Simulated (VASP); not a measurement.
Write the native input for VASP 6.6.1 that does the following.

```yaml
Task: single point
Functional: PBE
Potentials_or_basis: VASP PAW PBE potentials, release 64 (Ge_d)
Cutoff: 520 eV
k_mesh: 4 × 4 × 4
Occupations: gaussian, width 0.1 eV
Spin: no spin polarisation
Dipole_correction: no
Further_INCAR_settings: ALGO = Normal; EDIFF = 1e-06; NBANDS = 51
```

The structure of Ge lies in POSCAR:

```
Ge
1.0
    2.7410856100     -2.8462686200      0.0000000000
    2.7410856100      2.8462686200      0.0000000000
   -0.9939682600      0.0000000000      6.2181468900
Ge
6
Direct
    0.1584272600      0.4526645600      0.3780588900
    0.5473354400      0.8415727400      0.1219411100
    0.8415727400      0.5473354400      0.6219411100
    0.4526645600      0.1584272600      0.8780588900
    0.0000000000      0.5000000000      0.0000000000
    0.5000000000      0.0000000000      0.5000000000
```

One way to write it, as run:

INCAR

```
ALGO = Normal
EDIFF = 1E-6
ENCUT = 520
GGA = PE
ISIF = 2
ISMEAR = 0
LASPH = T
LCHARG = T
LELF = T
LREAL = F
LVHAR = T
LWAVE = F
NBANDS = 51
NELM = 100
PREC = Accurate
SIGMA = 0.1
```

KPOINTS

```
k-points
0
Gamma
  4 4 4
```

Potentials or basis: VASP PAW PBE potentials, release 64 (Ge_d).

The run is started by

```bash
$ cat potpaw_PBE.64/Ge_d/POTCAR > POTCAR
$ mpirun -np 1 vasp_std > vasp.out
```

Results of the run:

| Quantity | Value |
| --- | --- |
| Pressure | 39.4 GPa |
| Largest force | 3.848 eV/Å |
| Band gap on the k mesh | zero (band 42 reaches 9.28 eV, above the bottom of band 43 at 7.54 eV) |

Caveat: the k points lie up to 0.40 Å⁻¹ apart; forces of over 1 eV/Å act on the atoms, so gaps and moduli don't describe the material at rest.

Run time: 53 s on 1 thread of AMD EPYC 9R45 96-Core Processor (Zen 5), on a shared host, peak memory 0.21 GiB.
